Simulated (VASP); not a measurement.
# SiSe4: density of states with PBE

Crystal: SiSe4.

```xyz
5
Lattice="-3.1614 3.1614 3.1614 3.1614 -3.1614 3.1614 3.1614 3.1614 -3.1614" Properties=species:S:1:pos:R:3 pbc="T T T"
Si    0.0000    0.0000    0.0000
Se    1.3377    1.3377    1.3377
Se   -1.8238    1.8238    1.8238
Se    1.8238    1.8238   -1.8238
Se    1.8238   -1.8238    1.8238
```

```json
{
 "Program": "VASP 6.6.1",
 "Task": "density of states",
 "Functional": "PBE",
 "Potentials or basis": "VASP PAW PBE potentials, release 64 (Si, Se)",
 "Cutoff": "520 eV",
 "k mesh": "8 × 8 × 8",
 "Occupations": "gaussian, width 0.1 eV",
 "Spin": "no spin polarisation",
 "Dipole correction": "no",
 "k mesh for the DOS": "12 × 12 × 12",
 "Occupations for the DOS": "tetrahedron",
 "Further INCAR settings": "ALGO = Normal; EDIFF = 1e-06; NBANDS = 22"
}
```

```yaml
Valence_electrons_inside_the_program's_atomic_spheres: Si 1.57; Se 3.71
```

Levels at points of the mesh, in eV from the Fermi level:
```csv
k point,band 12,band 13,band 14,band 15,band 16,band 17
"(0.00, 0.00, 0.00)",0.25,0.25,0.25,0.46,0.46,3.60
"(0.50, 0.00, 0.00)",-1.90,-0.76,-0.41,-0.30,0.05,2.94
"(0.50, 0.50, 0.50)",-1.50,-1.50,1.29,1.29,1.29,2.82
```

Run time: 90 s on 1 thread of Intel(R) Xeon(R) 6975P-C (Granite Rapids) (shared host), peak memory 0.35 GiB.
